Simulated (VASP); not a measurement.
# AlCu3 (R-3m) in VASP: single point with PBEsol

Aim: the single point of AlCu3 with PBEsol.

All numbers are computed with VASP 6.6.1; they aren't measurements. Logs are shortened: lines on timing, memory, paths and dates and some standing lists are left out, and cuts for length are marked.

## (1) The cell of the first run

The structure is trigonal, space group R-3m (No. 166). Conventional cell: a = 4.261 Å, b = 4.261 Å, c = 9.719 Å, α = 90.00°, β = 90.00°, γ = 120.00°. Al (site symmetry -3m) has 14 Cu at 2.43 to 2.95 Å within 3.2 Å. Within 3.2 Å of Cu (site symmetry -3m) lie 8 Cu at 2.43 to 2.59 Å and 6 Al at 2.95 Å. Cu (site symmetry 3m) has 4 Al at 2.43 to 2.59 Å and 10 Cu at 2.43 to 2.95 Å within 3.2 Å.

## (2) Single point, PBEsol (biaxial strain in the a-b plane: +4.5 %)

INCAR

```
SYSTEM = AlCu3
ALGO     = Fast           ! electronic algorithm
EDIFF    = 1E-6           ! SCF threshold, eV
ENCUT    = 520            ! plane-wave cutoff, eV
GGA      = PS             ! functional
ISIF     = 2              ! what is computed and relaxed
ISMEAR   = 0              ! smearing method
LASPH    = .TRUE.         ! aspherical terms in the spheres
LCHARG   = .TRUE.         ! write CHGCAR
LELF     = .TRUE.         ! ELF
LREAL    = .FALSE.        ! projectors in reciprocal space
LVHAR    = .TRUE.       
LWAVE    = .FALSE.        ! write WAVECAR
NBANDS   = 26             ! bands
NELM     = 100            ! most SCF steps
PREC     = Accurate       ! precision mode
SIGMA    = 0.1            ! smearing width, eV
```

KPOINTS

```
k-points
0
G
  16 16 16
  0 0 0
```

POSCAR

```
AlCu3
1.0
    0.0000000000      3.0132266383      3.0132266383
    3.0132266383      0.0000000000      3.0132266383
    2.8748200559      2.8748200559      0.1384065824
Al Cu
1 3
Direct
    0.0000000000      0.0000000000      0.0000000000
    0.5000000000      0.5000000000      0.5000000000
    0.2499777848      0.2499777848      0.2500666457
    0.7500222152      0.7500222152      0.7499333543
```

Potentials or basis: VASP PAW PBE potentials, release 64 (Al, Cu).

The run is started by

```bash
cat potpaw_PBE.64/Al/POTCAR potpaw_PBE.64/Cu/POTCAR > POTCAR
mpirun -np 1 vasp_std > vasp.out
```

OUTCAR:

```text
SYSTEM = AlCu3
   EDIFF = 1E-6
   ENCUT = 520
   GGA = PS
   ISIF = 2
   ISMEAR = 0
   LASPH = .TRUE.
   LREAL = .FALSE.
   NELM = 100
   PREC = Accurate

 ion  position               nearest neighbor table
   1  0.000  0.000  0.000-   4 2.43   3 2.43   4 2.59   4 2.59   3 2.59   3 2.59   4 2.59   3 2.59
                             2 2.95   2 2.95   2 2.95   2 2.95   2 2.95   2 2.95
   2  0.500  0.500  0.500-   3 2.43   4 2.43   4 2.59   3 2.59   3 2.59   3 2.59   4 2.59   4 2.59
                             1 2.95   1 2.95   1 2.95   1 2.95   1 2.95   1 2.95
   3  0.250  0.250  0.250-   1 2.43   2 2.43   2 2.59   2 2.59   2 2.59   1 2.59   1 2.59   1 2.59

   4  0.750  0.750  0.750-   1 2.43   2 2.43   2 2.59   2 2.59   2 2.59   1 2.59   1 2.59   1 2.59

  LATTYP: Found a trigonal (rhomboedric) cell.
 ALAT       =     4.0679647355
 COS(alpha) =     0.4513324980

  Lattice vectors:

 A1 = (   2.8748200559,  -0.1384065824,  -2.8748200559)
 A2 = (  -0.1384065824,   2.8748200559,  -2.8748200559)
 A3 = (   2.8748200559,   2.8748200559,   0.1384065824)

Analysis of symmetry for initial positions (statically):
=====================================================================
 Subroutine PRICEL returns:
 Original cell was already a primitive cell.

 Routine SETGRP: Setting up the symmetry group for a
 trigonal (rhombohedral) supercell.

 Subroutine GETGRP returns: Found 12 space group operations
 (whereof 12 operations were pure point group operations)
 out of a pool of 12 trial point group operations.

The static configuration has the point symmetry D_3d.

Analysis of symmetry for dynamics (positions and initial velocities):
=====================================================================
 Subroutine PRICEL returns:
 Original cell was already a primitive cell.

 Routine SETGRP: Setting up the symmetry group for a
 trigonal (rhombohedral) supercell.

 Subroutine GETGRP returns: Found 12 space group operations
 (whereof 12 operations were pure point group operations)
 out of a pool of 12 trial point group operations.

The dynamic configuration has the point symmetry D_3d.

 Subroutine INISYM returns: Found 12 space group operations
 (whereof 12 operations are pure point group operations),
 and found     1 'primitive' translations

----------------------------------------------------------------------------------------

[... 88 lines left out ...]
   ISTART =      0    job   : 0-new  1-cont  2-samecut
   ICHARG =      2    charge: 1-file 2-atom 10-const
   ISPIN  =      1    spin polarized calculation?
   LNONCOLLINEAR =      F non collinear calculations
   LSORBIT =      F    spin-orbit coupling
   LASPH  =      T    aspherical Exc in radial PAW
   ENCUT  =  520.0 eV  38.22 Ry    6.18 a.u.   7.92  7.92  7.56*2*pi/ulx,y,z
   NELM   =    100;   NELMIN=  2; NELMDL= -5     # of ELM steps
   EDIFF  = 0.1E-05   stopping-criterion for ELM
   LREAL  =      F    real-space projection
[... 7 lines left out ...]
   TEBEG  =    0.0;   TEEND  =   0.0 temperature during run
   PSTRESS=    0.0 pullay stress
   NELECT =      36.0000    total number of electrons
   NUPDOWN=      -1.0000    fix difference up-down
   EMIN   =  10.00;   EMAX   =-10.00  energy-range for DOS
   EFERMI =   0.00;   METHOD = LEGACY
   ISMEAR =     0;   SIGMA  =   0.10  broadening in eV -4-tet -1-fermi 0-gaus
   EFERMI_NEDOS =   21; number of points for ismear=-14 and -15
   IALGO  =     68    algorithm
   IMIX   =      4    mixing-type and parameters
     AMIX     =   0.40;   BMIX     =  1.00
     AMIX_MAG =   1.60;   BMIX_MAG =  1.00
  volume/ion in A,a.u.               =      12.74        85.95
  Fermi-wavevector in a.u.,A,eV,Ry     =   1.458148  2.755501 28.928658  2.126196
  Thomas-Fermi vector in A             =   2.574867
   LORBIT       =      0    0 simple, 1 ext, 2 COOP (PROOUT), +10 PAW based schemes
   GGA     = PS    functional components
   LHFCALC =     F    Hartree Fock is set to
   AEXX    =    0.0000 exact exchange contribution
   IVDW    =     0    specifies the selected vdW correction
   LEPSILON=     F    determine dielectric tensor
   LRPA    =     F    only Hartree local field effects (RPA)
 non-spin polarized calculation
 RMM-DIIS sequential band-by-band and
 Gauss-broadening in eV      SIGMA  =   0.10
  energy-cutoff  :      520.00
  volume of cell :       50.95
 maximum number of plane-waves:      1394
   NGX = 15   NGY = 15   NGZ = 15

 number of electron      36.0000002 magnetization

 Free energy of the ion-electron system (eV)
  ---------------------------------------------------
  ext. energy  EPLUGINS =         0.00000000
  ---------------------------------------------------
  free energy    TOTEN  =       -17.54813430 eV

  energy without entropy =      -17.54284831  energy(sigma->0) =      -17.54549131

 E-fermi :   7.8761     XC(G=0): -12.1751

 val. band max:        7.8648233140   @ k =   0.3750   0.2500   0.0000
 cond. band min:       7.8776938671   @ k =  -0.1875  -0.1875   0.2500
 fundamental gap:      0.0128705531
 Fermi energy:         7.8761241434

 k-point     1 :       0.0000    0.0000    0.0000
  band No.  band energies     occupation
      1      -2.3479      2.00000
      2       3.4124      2.00000
      3       3.4124      2.00000
      4       3.4549      2.00000
      5       3.4549      2.00000
      6       3.5000      2.00000
[... 685 lines left out ...]
     25      14.4599      0.00000
     26      14.9458      0.00000

 [... further k-points ...]

------------------------ aborting loop because EDIFF is reached ----------------------------------------

  FORCE on cell =-STRESS in cart. coord.  units (eV):
  Direction    XX          YY          ZZ          XY          YZ          ZX
  --------------------------------------------------------------------------------------
  -------------------------------------------------------------------------------------
  Total       -2.0153299     -2.0153299     -2.0153299      1.6888472     -1.6888472     -1.6888472
  in kB      -63.3774535    -63.3774535    -63.3774535     53.1103292    -53.1103292    -53.1103292
  external PRESSURE =     -63.3774535 kB  Pullay stress =       0.0000000 kB

 VOLUME and BASIS-vectors are now :
 -----------------------------------------------------------------------------
  energy-cutoff  :      520.00
  volume of cell :       50.95
      direct lattice vectors                 reciprocal lattice vectors
     0.000000000  3.013226638  3.013226638    -0.170028030  0.161842127  0.170028030
     3.013226638  0.000000000  3.013226638     0.161842127 -0.170028030  0.170028030
     2.874820056  2.874820056  0.138406582     0.178213934  0.178213934 -0.178213934

 POSITION                                       TOTAL-FORCE (eV/Angst)
 -----------------------------------------------------------------------------------
      0.00000      0.00000      0.00000         0.000000      0.000000     -0.000000
      2.94402      2.94402      3.08243         0.000000     -0.000000     -0.000000
      1.47214      1.47214      1.54109         0.000343      0.000343     -0.000343
      4.41591      4.41591      4.62377        -0.000343     -0.000343      0.000343
 -----------------------------------------------------------------------------------
    total drift:                                0.000000      0.000000      0.000000

  FREE ENERGIE OF THE ION-ELECTRON SYSTEM (eV)
  ---------------------------------------------------
  free  energy   TOTEN  =       -17.5481342972 eV

  energy  without entropy=      -17.5428483132  energy(sigma->0) =      -17.54549131
```

OSZICAR:

```text
N       E                     dE             d eps       ncg     rms          rms(c)
DAV:   1     0.248943225926E+03    0.24894E+03   -0.15539E+04 22364   0.213E+03
DAV:   2    -0.334832749998E+01   -0.25229E+03   -0.24137E+03 21706   0.349E+02
DAV:   3    -0.215158414076E+02   -0.18168E+02   -0.17165E+02 24668   0.133E+02
DAV:   4    -0.219254367892E+02   -0.40960E+00   -0.40825E+00 31752   0.228E+01
DAV:   5    -0.219319960833E+02   -0.65593E-02   -0.65584E-02 33164   0.231E+00    0.173E+01
RMM:   6    -0.206914526121E+02    0.12405E+01   -0.46810E+01 24497   0.104E+02    0.123E+01
RMM:   7    -0.175437506136E+02    0.31477E+01   -0.11527E+01 23449   0.547E+01    0.137E+00
RMM:   8    -0.175466456981E+02   -0.28951E-02   -0.22865E-01 26219   0.716E+00    0.617E-01
RMM:   9    -0.175486421736E+02   -0.19965E-02   -0.78855E-02 25767   0.249E+00    0.434E-01
RMM:  10    -0.175471473669E+02    0.14948E-02   -0.23479E-02 25714   0.189E+00    0.116E-01
RMM:  11    -0.175480025313E+02   -0.85516E-03   -0.94589E-03 29254   0.885E-01    0.856E-02
RMM:  12    -0.175480765053E+02   -0.73974E-04   -0.18341E-03 29770   0.364E-01    0.299E-02
RMM:  13    -0.175481295450E+02   -0.53040E-04   -0.59344E-04 31417   0.178E-01    0.204E-02
RMM:  14    -0.175481410763E+02   -0.11531E-04   -0.59758E-05 26621   0.970E-02    0.239E-02
RMM:  15    -0.175481325072E+02    0.85691E-05   -0.33549E-05 24835   0.826E-02    0.253E-03
RMM:  16    -0.175481339873E+02   -0.14802E-05   -0.13951E-05 25994   0.258E-02    0.416E-03
RMM:  17    -0.175481342972E+02   -0.30992E-06   -0.21962E-06 15349   0.198E-02
   1 F= -.17548134E+02 E0= -.17545491E+02  d E =-.528598E-02
```

stdout:

```text
POSCAR found type information on POSCAR AlCu
 POSCAR found :  2 types and       4 ions
 scaLAPACK will be used
 -----------------------------------------------------------------------------
|                                                                             |
|                                                                             |
|     You enforced a specific xc type in the INCAR file but a different       |
|     I HOPE YOU KNOW WHAT YOU ARE DOING!                                     |
|                                                                             |
 -----------------------------------------------------------------------------

 LDA part: xc-table for (Slater+PW92), standard interpolation
 POSCAR, INCAR and KPOINTS ok, starting setup
 FFT: planning ... GRIDC
 FFT: planning ... GRID_SOFT
 FFT: planning ... GRID
 WAVECAR not read
 entering main loop
```

Wall time 5.7 min (1 thread of Intel Xeon Platinum 8488C (Sapphire Rapids), shared host); peak memory 0.53 GiB.

Results:

* Free energy: -17.5481 eV
* Pressure: -6.3 GPa
* Band gap on the k mesh: zero (bands 18 and 19 overlap by 5.34 eV)

Stress tensor (GPa, compression positive):
```
-6.34  5.31 -5.31
 5.31 -6.34 -5.31
-5.31 -5.31 -6.34
```

Levels at points of the mesh, in eV from the Fermi level:
| k point | band 15 | band 16 | band 17 | band 18 | band 19 | band 20 | band 21 | band 22 |
| --- | --- | --- | --- | --- | --- | --- | --- | --- |
| (0.00, 0.00, 0.00) | -2.39 | -2.39 | 3.38 | 3.38 | 3.61 | 3.74 | 3.74 | 4.00 |
| (0.50, 0.00, 0.00) | -2.41 | -2.36 | -2.12 | 2.64 | 2.67 | 2.80 | 2.84 | 3.80 |
| (0.50, 0.50, 0.00) | -2.32 | -2.30 | -2.21 | -2.09 | -1.68 | 1.49 | 2.42 | 10.25 |
| (0.00, 0.00, 0.50) | -2.34 | -2.34 | -2.10 | 2.26 | 2.26 | 2.42 | 2.42 | 2.67 |

Caveat: the cell differs from its parent crystal (biaxial strain in the a-b plane: +4.5 %); the cell stands under tension; the PAW data sets were made with another functional, which shifts forces and pressure a little.
